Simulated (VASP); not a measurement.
A run of VASP 6.6.1 is set up as follows.

INCAR

```
SYSTEM = Ti6Si
ALGO     = Normal         ! electronic algorithm
DIPOL    = 0.5 0.5 0.361
EDIFF    = 1E-7           ! SCF threshold, eV
ENCUT    = 520            ! plane-wave cutoff, eV
GGA      = PE             ! functional
IDIPOL   = 3            
ISIF     = 2              ! what is computed and relaxed
ISMEAR   = 0              ! smearing method
LASPH    = .True.         ! aspherical terms in the spheres
LCHARG   = .True.         ! write CHGCAR
LDIPOL   = .True.       
LELF     = .True.         ! ELF
LREAL    = .False.        ! projectors in reciprocal space
LVACPOTAV= .True.       
LVHAR    = .True.       
LWAVE    = .False.        ! write WAVECAR
NBANDS   = 47             ! bands
NELM     = 60             ! most SCF steps
PREC     = Accurate       ! precision mode
SIGMA    = 0.1            ! smearing width, eV
```

KPOINTS

```
k-points
0
Gamma
  9 6 1
  0 0 0
```

The input POSCAR:

```
Ti6Si
1.0
    2.9381632085      0.0000000000      0.0000000000
    0.0000000000      4.6504654182      0.0000000000
    0.0000000000      0.0000000000     21.2842242132
Ti Si
6 1
Direct
    0.0000000000      0.7500000000      0.1879326190
    0.5000000000      0.2500000000      0.2277825403
    0.5000000000      0.7500000000      0.3074823829
    0.0000000000      0.2500000000      0.3461291980
    0.0000000000      0.7500000000      0.4220680070
    0.5000000000      0.2500000000      0.4596937203
    0.5000000000      0.2500000000      0.5781125536
```

Potentials or basis: VASP PAW PBE potentials, release 64 (Ti_sv, Si).

Launch:

```sh
$ cat potpaw_PBE.64/Ti_sv/POTCAR potpaw_PBE.64/Si/POTCAR > POTCAR
$ mpirun -np 1 vasp_std > vasp.out
```

Problem. What does it give for the largest force?

Solution. 0.302 eV/Å.

Problem. Predict the band gap on the k mesh.

Solution. Zero (bands 38 and 39 overlap by 0.32 eV).

Forces on the atoms (eV/Å):
```
Ti   0.000  0.000  0.275
Ti   0.000  0.000  0.077
Ti   0.000  0.000 -0.302
Ti   0.000  0.000 -0.079
Ti   0.000  0.000  0.301
Ti   0.000  0.000 -0.256
Si   0.000  0.000 -0.015
```
